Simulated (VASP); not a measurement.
# V (Im-3m) in VASP: notebook

Runs on V. Level: LDA. Tasks: single point, relaxation of cell and atoms.

Program: VASP 6.6.1. These are calculated values, not measurements. Logs are shortened: lines on timing, memory, paths and dates and some standing lists are left out, and cuts for length are marked.

## Step 1: The cell of the first run

The structure is cubic, space group Im-3m (No. 229). The conventional cell has a = 2.950 Å, b = 2.950 Å, c = 2.950 Å, α = 90.00°, β = 90.00°, γ = 90.00°. Within 3.4 Å of V (site symmetry m-3m) lie 14 V at 2.55 to 2.95 Å.

## Step 2: Single point, LDA

INCAR reads:

```
ALGO = Normal ; EDIFF = 1E-6
ENCUT = 500 ; GGA = CA
GGA_COMPAT = F ; ISIF = 2
ISMEAR = 0 ; LASPH = T
LCHARG = F ; LREAL = F
LWAVE = F ; NBANDS = 12
NELM = 120 ; PREC = Accurate
SIGMA = 0.1
```

KPOINTS reads:

```
k-points
0
Gamma
  8 8 8
```

POSCAR reads:

```
V
1.0
   -1.4750000000      1.4750000000      1.4750000000
    1.4750000000     -1.4750000000      1.4750000000
    1.4750000000      1.4750000000     -1.4750000000
V
1
Direct
    0.0000000000      0.0000000000      0.0000000000
```

Potentials or basis: VASP PAW LDA potentials, release 64 (V_sv).

On the command line:

```
$ cat potpaw_LDA.64/V_sv/POTCAR > POTCAR
$ mpirun -np 1 vasp_std > vasp.out
```

OUTCAR:

```text
EDIFF = 1E-6
   ENCUT = 500
   GGA = CA
   ISIF = 2
   ISMEAR = 0
   LASPH = T
   LREAL = F
   NELM = 120
   PREC = Accurate

 ion  position               nearest neighbor table
   1  0.000  0.000  0.000-

  LATTYP: Found a body centered cubic cell.
 ALAT       =     2.9500000000

  Lattice vectors:

 A1 = (  -1.4750000000,   1.4750000000,   1.4750000000)
 A2 = (   1.4750000000,  -1.4750000000,   1.4750000000)
 A3 = (   1.4750000000,   1.4750000000,  -1.4750000000)

Analysis of symmetry for initial positions (statically):
=====================================================================
 Subroutine PRICEL returns:
 Original cell was already a primitive cell.

 Routine SETGRP: Setting up the symmetry group for a
 body centered cubic supercell.

 Subroutine GETGRP returns: Found 48 space group operations
 (whereof 48 operations were pure point group operations)
 out of a pool of 48 trial point group operations.

The static configuration has the point symmetry O_h .

Analysis of symmetry for dynamics (positions and initial velocities):
=====================================================================
 Subroutine PRICEL returns:
 Original cell was already a primitive cell.

 Routine SETGRP: Setting up the symmetry group for a
 body centered cubic supercell.

 Subroutine GETGRP returns: Found 48 space group operations
 (whereof 48 operations were pure point group operations)
 out of a pool of 48 trial point group operations.

The dynamic configuration has the point symmetry O_h .

 Subroutine INISYM returns: Found 48 space group operations
 (whereof 48 operations are pure point group operations),
 and found     1 'primitive' translations

----------------------------------------------------------------------------------------

                                     Primitive cell

  volume of cell :      12.8362

  direct lattice vectors                    reciprocal lattice vectors
    -1.475000000  1.475000000  1.475000000     0.000000000  0.338983051  0.338983051
     1.475000000 -1.475000000  1.475000000     0.338983051  0.000000000  0.338983051
     1.475000000  1.475000000 -1.475000000     0.338983051  0.338983051  0.000000000

  length of vectors
     2.554774941  2.554774941  2.554774941     0.479394428  0.479394428  0.479394428

  position of ions in fractional coordinates (direct lattice)
     0.000000000  0.000000000  0.000000000

  ion indices of the primitive-cell ions
   primitive index   ion index
                 1           1

----------------------------------------------------------------------------------------

 KPOINTS: k-points

Automatic generation of k-mesh.
 Grid dimensions read from file:
 generate k-points for:    8    8    8

 Generating k-lattice:

  Cartesian coordinates                     Fractional coordinates (reciprocal lattice)
     0.000000000  0.042372881  0.042372881     0.125000000  0.000000000  0.000000000
     0.042372881  0.000000000  0.042372881     0.000000000  0.125000000  0.000000000
     0.042372881  0.042372881  0.000000000     0.000000000  0.000000000  0.125000000

  Length of vectors
     0.059924303  0.059924303  0.059924303

  Shift w.r.t. Gamma in fractional coordinates (k-lattice)
     0.000000000  0.000000000  0.000000000

 Subroutine IBZKPT returns following result:
 ===========================================

 Found     29 irreducible k-points:

 Following reciprocal coordinates:
            Coordinates               Weight
  0.000000  0.000000  0.000000      1.000000
  0.125000  0.000000  0.000000     12.000000
  0.250000  0.000000  0.000000     12.000000
  0.375000  0.000000  0.000000     12.000000
  0.500000  0.000000  0.000000      6.000000
  0.125000  0.125000  0.000000     24.000000
[... 16 lines left out ...]
 -0.250000  0.250000  0.250000      6.000000
 -0.375000  0.375000  0.250000     24.000000
 [... further k-points ...]
   k-points           NKPTS =     29   k-points in BZ     NKDIM =     29   number of bands    NBANDS=     12
   number of dos      NEDOS =    301   number of ions     NIONS =      1
   total plane-waves  NPLWV =   8000
   dimension x,y,z NGX =    20 NGY =   20 NGZ =   20
   dimension x,y,z NGXF=    40 NGYF=   40 NGZF=   40
   ions per type =               1
   NGX,Y,Z   is equivalent  to a cutoff of  13.01, 13.01, 13.01 a.u.
   NGXF,Y,Z  is equivalent  to a cutoff of  26.03, 26.03, 26.03 a.u.
 SYSTEM =  unknown system
   PREC   = accura    normal or accurate (medium, high low for compatibility)
   ISTART =      0    job   : 0-new  1-cont  2-samecut
   ICHARG =      2    charge: 1-file 2-atom 10-const
   ISPIN  =      1    spin polarized calculation?
   LNONCOLLINEAR =      F non collinear calculations
   LSORBIT =      F    spin-orbit coupling
   LASPH  =      T    aspherical Exc in radial PAW
   ENCUT  =  500.0 eV  36.75 Ry    6.06 a.u.   4.66  4.66  4.66*2*pi/ulx,y,z
   NELM   =    120;   NELMIN=  2; NELMDL= -5     # of ELM steps
   EDIFF  = 0.1E-05   stopping-criterion for ELM
   LREAL  =      F    real-space projection
[... 7 lines left out ...]
   TEBEG  =    0.0;   TEEND  =   0.0 temperature during run
   PSTRESS=    0.0 pullay stress
   NELECT =      13.0000    total number of electrons
   NUPDOWN=      -1.0000    fix difference up-down
   EMIN   =  10.00;   EMAX   =-10.00  energy-range for DOS
   EFERMI =   0.00;   METHOD = LEGACY
   ISMEAR =     0;   SIGMA  =   0.10  broadening in eV -4-tet -1-fermi 0-gaus
   EFERMI_NEDOS =   21; number of points for ismear=-14 and -15
   IALGO  =     38    algorithm
   IMIX   =      4    mixing-type and parameters
     AMIX     =   0.40;   BMIX     =  1.00
     AMIX_MAG =   1.60;   BMIX_MAG =  1.00
  volume/ion in A,a.u.               =      12.84        86.62
  Fermi-wavevector in a.u.,A,eV,Ry     =   1.644033  3.106772 36.774443  2.702845
  Thomas-Fermi vector in A             =   2.734067
   LORBIT       =      0    0 simple, 1 ext, 2 COOP (PROOUT), +10 PAW based schemes
   GGA     = CA    functional components
   LHFCALC =     F    Hartree Fock is set to
   AEXX    =    0.0000 exact exchange contribution
   IVDW    =     0    specifies the selected vdW correction
   LEPSILON=     F    determine dielectric tensor
   LRPA    =     F    only Hartree local field effects (RPA)
 non-spin polarized calculation
 Gauss-broadening in eV      SIGMA  =   0.10
  energy-cutoff  :      500.00
  volume of cell :       12.84
 maximum number of plane-waves:       337
   NGX =  9   NGY =  9   NGZ =  9

 number of electron      13.0000006 magnetization

 Free energy of the ion-electron system (eV)
  ---------------------------------------------------
  ext. energy  EPLUGINS =         0.00000000
  ---------------------------------------------------
  free energy    TOTEN  =        -9.97119853 eV

  energy without entropy =       -9.96401781  energy(sigma->0) =       -9.96760817

 E-fermi :  10.0923     XC(G=0): -13.4897

 val. band max:       10.0868056777   @ k =  -0.2500   0.2500   0.1250
 cond. band min:      10.1981994248   @ k =   0.5000   0.5000   0.1250
 fundamental gap:      0.1113937471
 Fermi energy:        10.0923249602

 k-point     1 :       0.0000    0.0000    0.0000
  band No.  band energies     occupation
      1     -52.7825      2.00000
      2     -26.3997      2.00000
      3     -26.3997      2.00000
      4     -26.3997      2.00000
      5       3.4878      2.00000
      6      10.5140      0.00000
      7      10.5140      0.00000
      8      10.5140      0.00000
      9      12.6345      0.00000
     10      12.6345      0.00000
     11      31.0141      0.00000
     12      31.0141      0.00000

 k-point     2 :       0.1250    0.0000    0.0000
  band No.  band energies     occupation
      1     -52.7462      2.00000
      2     -26.5650      2.00000
      3     -26.4496      2.00000
      4     -26.4011      2.00000
      5       4.1311      2.00000
      6      10.2400      0.03671
      7      10.4256      0.00000
      8      10.9893      0.00000
      9      12.3713      0.00000
     10      12.6563      0.00000
     11      30.0207      0.00000
     12      30.8191      0.00000

 k-point     3 :       0.2500    0.0000    0.0000
  band No.  band energies     occupation
      1     -52.6576      2.00000
      2     -26.9531      2.00000
      3     -26.5686      2.00000
      4     -26.4046      2.00000
      5       5.6922      2.00000
      6       9.6302      2.00000
      7      10.0801      1.13739
      8      12.2569      0.00000
      9      12.2944      0.00000
     10      12.7560      0.00000
     11      26.9073      0.00000
     12      29.1801      0.00000
[... 286 lines left out ...]
 k-point    23 :      -0.2500    0.2500    0.2500
  band No.  band energies     occupation
      1     -52.5521      2.00000
      2     -26.9760      2.00000
      3     -26.7542      2.00000
      4     -26.7542      2.00000
      5       7.2382      2.00000
      6       9.4324      2.00000
      7      10.9949      0.00000
      8      10.9949      0.00000
      9      12.1803      0.00000
     10      13.9572      0.00000
     11      28.0885      0.00000
     12      28.5144      0.00000

 k-point    24 :      -0.3750    0.3750    0.2500
  band No.  band energies     occupation
      1     -52.4766      2.00000
      2     -27.1950      2.00000
      3     -26.8826      2.00000
      4     -26.7879      2.00000
      5       7.8202      2.00000
      6       8.4931      2.00000
      7      11.0075      0.00000
      8      11.6400      0.00000
      9      13.4744      0.00000
     10      15.4611      0.00000
     11      23.9194      0.00000
     12      26.2114      0.00000

 [... further k-points ...]
[... 5 lines left out ...]
  --------------------------------------------------------------------------------------
  -------------------------------------------------------------------------------------
  Total       -0.4611321     -0.4611321     -0.4611321      0.0000000     -0.0000000      0.0000000
  in kB      -57.5572341    -57.5572341    -57.5572341      0.0000000     -0.0000000      0.0000000
  external PRESSURE =     -57.5572341 kB  Pullay stress =       0.0000000 kB

 VOLUME and BASIS-vectors are now :
 -----------------------------------------------------------------------------
  energy-cutoff  :      500.00
  volume of cell :       12.84
      direct lattice vectors                 reciprocal lattice vectors
    -1.475000000  1.475000000  1.475000000     0.000000000  0.338983051  0.338983051
     1.475000000 -1.475000000  1.475000000     0.338983051  0.000000000  0.338983051
     1.475000000  1.475000000 -1.475000000     0.338983051  0.338983051  0.000000000

 POSITION                                       TOTAL-FORCE (eV/Angst)
 -----------------------------------------------------------------------------------
      0.00000      0.00000      0.00000        -0.000000     -0.000000      0.000000
 -----------------------------------------------------------------------------------
    total drift:                                0.000000     -0.000000      0.000000

  FREE ENERGIE OF THE ION-ELECTRON SYSTEM (eV)
  ---------------------------------------------------
  free  energy   TOTEN  =        -9.9711985317 eV

  energy  without entropy=       -9.9640178128  energy(sigma->0) =       -9.96760817
```

Run time: 2.7 s. Hardware: 1 thread of Intel Xeon Platinum 8375C at 2.90GHz (Ice Lake), shared host; peak memory 0.12 GiB.

What came out:

| Quantity | Value |
| --- | --- |
| Free energy | -9.9712 eV |
| Pressure | -5.8 GPa |
| Band gap on the k mesh | zero (an odd number of electrons rules out a gap without spin polarisation) |

Levels at points of the mesh, in eV from the Fermi level:
| k point | band 2 | band 3 | band 4 | band 5 | band 6 | band 7 | band 8 | band 9 | band 10 | band 11 |
| --- | --- | --- | --- | --- | --- | --- | --- | --- | --- | --- |
| (0.00, 0.00, 0.00) | -36.49 | -36.49 | -36.49 | -6.60 | 0.42 | 0.42 | 0.42 | 2.54 | 2.54 | 20.92 |
| (0.50, 0.00, 0.00) | -37.57 | -36.83 | -36.50 | -3.33 | -1.23 | 1.93 | 2.56 | 2.94 | 4.42 | 10.83 |
| (0.50, 0.50, 0.50) | -37.22 | -37.22 | -37.22 | -3.22 | -3.22 | 4.00 | 4.00 | 4.00 | 10.69 | 10.69 |

Caveat: the k points lie up to 0.38 Å⁻¹ apart, too coarse for converged energies and pressures of a metal.

## Step 3: Single point, LDA

This run uses another cell than the first one, of 12.54 Å³/atom.

INCAR reads:

```
SYSTEM = V
ALGO = Normal
EDIFF = 1E-6
ENCUT = 500
GGA = CA
GGA_COMPAT = .FALSE.
ISIF = 2
ISMEAR = 0
LASPH = .TRUE.
LCHARG = .TRUE.
LELF = .TRUE.
LREAL = .FALSE.
LVHAR = .TRUE.
LWAVE = .FALSE.
NBANDS = 12
NELM = 120
PREC = Accurate
SIGMA = 0.1
```

KPOINTS reads:

```
k-points
0
G
  20 20 20
  0 0 0
```

POSCAR reads:

```
V
1.0
   -1.4633914431      1.4633914431      1.4633914431
    1.4633914431     -1.4633914431      1.4633914431
    1.4633914431      1.4633914431     -1.4633914431
V
1
Direct
    0.0000000000      0.0000000000      0.0000000000
```

Potentials or basis: VASP PAW LDA potentials, release 64 (V_sv).

On the command line:

```
$ cat potpaw_LDA.64/V_sv/POTCAR > POTCAR
$ mpirun -np 1 vasp_std > vasp.out
```

Wall time 16 s (1 thread of Intel Xeon Platinum 8375C at 2.90GHz (Ice Lake), shared host); peak memory 0.14 GiB.

It converged, with:

| Item | Value |
| --- | --- |
| Free energy | -9.9532 eV |
| Pressure | 0.3 GPa |
| Band gap on the k mesh | zero (an odd number of electrons rules out a gap without spin polarisation) |

Levels at points of the mesh, in eV from the Fermi level:
| k point | band 3 | band 4 | band 5 | band 6 | band 7 | band 8 | band 9 | band 10 |
| --- | --- | --- | --- | --- | --- | --- | --- | --- |
| (0.00, 0.00, 0.00) | -36.46 | -36.46 | -6.65 | 0.40 | 0.40 | 0.40 | 2.58 | 2.58 |
| (0.50, 0.00, 0.00) | -36.81 | -36.47 | -3.43 | -1.30 | 2.02 | 2.61 | 2.99 | 4.53 |
| (0.50, 0.50, 0.50) | -37.24 | -37.24 | -3.36 | -3.36 | 4.09 | 4.09 | 4.09 | 10.92 |

## Step 4: Relaxation of cell and atoms, LDA

INCAR reads:

```
SYSTEM = V
  PREC = Accurate
  ENCUT = 500
  EDIFF = 1E-7
  ISMEAR = 0
  SIGMA = 0.1
  LREAL = .FALSE.
  LASPH = .TRUE.
  NELM = 120
  ALGO = Normal
  ISIF = 3
  LWAVE = .FALSE.
  LCHARG = .FALSE.
  GGA = CA
  IBRION = 2
  NSW = 100
  EDIFFG = -0.002
  GGA_COMPAT = .FALSE.
  NELMIN = 4
```

KPOINTS reads:

```
Automatic mesh
0
G
  20 20 20
  0 0 0
```

POSCAR reads:

```
V
1.0
   -1.4750000000      1.4750000000      1.4750000000
    1.4750000000     -1.4750000000      1.4750000000
    1.4750000000      1.4750000000     -1.4750000000
V
1
Direct
    0.0000000000      0.0000000000      0.0000000000
```

On the command line:

```
$ cat potpaw_LDA.64/V_sv/POTCAR > POTCAR
$ mpirun -np 1 vasp_std > vasp.out
```

Run time: 55 s. Hardware: 1 thread of Intel Xeon Platinum 8375C at 2.90GHz (Ice Lake), shared host; peak memory 0.15 GiB.

It converged, with:

| Property | Result |
| --- | --- |
| Free energy | -9.9535 eV |
| Relaxed volume | 12.56 Å³/atom |
| Relaxed cell | a = 2.536 Å, b = 2.536 Å, c = 2.536 Å, α = 109.47°, β = 109.47°, γ = 109.47° |
| Space group after relaxing (to 0.1 Å) | Im-3m (No. 229) |
| Energy gained by relaxing | 3.9 meV/atom |
| Ionic steps | 6 |
| Pressure after relaxing | 0.0 GPa |
| Band gap on the k mesh | zero (an odd number of electrons rules out a gap without spin polarisation) |

Step by step:
| step | energy change (eV) | largest force (eV/Å) | pressure (GPa) | volume (Å³) |
| --- | --- | --- | --- | --- |
| 1 | 0.0000 | 0.0000 | -4.48 | 12.84 |
| 2 | 0.0040 | 0.0000 | 6.85 | 12.18 |
| 3 | -0.0039 | 0.0000 | -0.04 | 12.56 |
| 4 | -0.0039 | 0.0000 | 0.06 | 12.56 |
| 5 | -0.0039 | 0.0000 | -0.07 | 12.56 |
| 6 | -0.0039 | 0.0000 | 0.00 | 12.56 |

Final structure:
```
V
1.0
    -1.46431    1.46431    1.46431
     1.46431   -1.46431    1.46431
     1.46431    1.46431   -1.46431
V
1
Cartesian
  0.0000 0.0000 0.0000
```

Levels at points of the mesh, in eV from the Fermi level:
| k point | band 4 | band 5 | band 6 | band 7 | band 8 | band 9 |
| --- | --- | --- | --- | --- | --- | --- |
| (0.00, 0.00, 0.00) | -36.46 | -6.65 | 0.40 | 0.40 | 0.40 | 2.58 |
| (0.50, 0.00, 0.00) | -36.47 | -3.42 | -1.30 | 2.02 | 2.60 | 2.98 |
| (0.50, 0.50, 0.50) | -37.24 | -3.35 | -3.35 | 4.08 | 4.08 | 4.08 |

## Step 5: The runs side by side

```csv
task,cell,k mesh,gap on the mesh (eV),pressure (GPa)
single point,"a = 2.555 Å, angles 109.5°, 1 atom",8 × 8 × 8,none,-5.8
single point,"a = 2.535 Å, angles 109.5°, 1 atom",20 × 20 × 20,none,0.3
relaxation of cell and atoms,"relaxed from a = 2.555 Å, angles 109.5°, 1 atom",20 × 20 × 20,none,0.0
```

Alike in all rows: level LDA; potentials or basis VASP PAW LDA potentials, release 64 (V_sv); no spin polarisation; cutoff (eV) 500; smearing gaussian 0.1 eV.

Caveats: some runs use coarse meshes.

Total energies depend on the potentials used, so only differences within one code and one set of settings carry meaning.

The gap in the log of VASP goes by the Fermi energy; the results here count the filled bands.